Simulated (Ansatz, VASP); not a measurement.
# One calculation of Si, two programs

INCAR

```
SYSTEM = Si
PREC     = Accurate       ! precision mode
ENCUT    = 520            ! plane-wave cutoff, eV
EDIFF    = 1E-8           ! SCF threshold, eV
ISMEAR   = -1             ! smearing method
SIGMA    = 0.05           ! smearing width, eV
LREAL    = .False.        ! projectors in reciprocal space
LASPH    = .True.         ! aspherical terms in the spheres
NELM     = 80             ! most SCF steps
ALGO     = Normal         ! electronic algorithm
ISIF     = 2              ! what is computed and relaxed
LWAVE    = .False.        ! write WAVECAR
LCHARG   = .False.        ! write CHGCAR
GGA      = PE             ! functional
LEFG     = .True.       
NBANDS   = 11             ! bands
```

KPOINTS

```
regular mesh
0
Gamma
  16 16 16
  0 0 0
```

Contents of POSCAR:

```
Si
1.0
   -2.2434715157      2.3605785361      1.2707357541
    2.2434715157     -2.3605785361      1.2707357541
    2.2434715157      2.3605785361     -1.2707357541
Si
2
Direct
    0.8070000000      0.5570000000      0.2500000000
    0.1930000000      0.4430000000      0.7500000000
```

Input for Ansatz:

```yaml
crystal:
  lattice:
    - [-2.2434715157, 2.3605785361, 1.2707357541]
    - [2.2434715157, -2.3605785361, 1.2707357541]
    - [2.2434715157, 2.3605785361, -1.2707357541]
  atoms:
    - { symbol: Si, position: [0.807, 0.557, 0.25] }
    - { symbol: Si, position: [0.193, 0.443, 0.75] }
kpoints:
  mp_grid: { grid: [16, 16, 16] }
scf:
  occupations: { method: fermi_dirac, width: 0.05 }
hamiltonian:
  xc: pbe
  pseudopotentials: { kind: paw }
output:
  forces: true
  stress: true
  eigenvalues: true
  efg: { contact_densities: true }
  write_density: true
  write_potential: true
  elf: true
  volumetric_format: npy
```

Change from the starting cell: volume scaled by 0.99, PAW files.

Alike in both runs: task electric field gradients; functional PBE; k mesh 16 × 16 × 16; occupations fermi-dirac, width 0.05 eV; no spin polarisation.

|  | VASP | Ansatz |
| --- | --- | --- |
| version | VASP 6.6.1 | Ansatz 0.2.0 |
| potentials or method | VASP PAW PBE potentials, release 64 (Si) | PAW with Ansatz's default frozen-core files, scalar-relativistic |
| plane-wave cutoff (eV) | 520 | 420 |
| valence electrons in the cell | 8 | 8 |

```csv
,VASP,Ansatz,Ansatz less VASP
pressure (GPa),17.4,17.5,+0.10
"traceless stress, the component that is largest in VASP (GPa)",1.88,1.89,+0.013
rms of the force components (eV/Å),0.006,0.008,+0.0017
size of Vzz on the site where it differs most (V/Å²),26.5,26.2,-0.27
```

Atom by atom the forces differ by 0.002 eV/Å (rms over components).
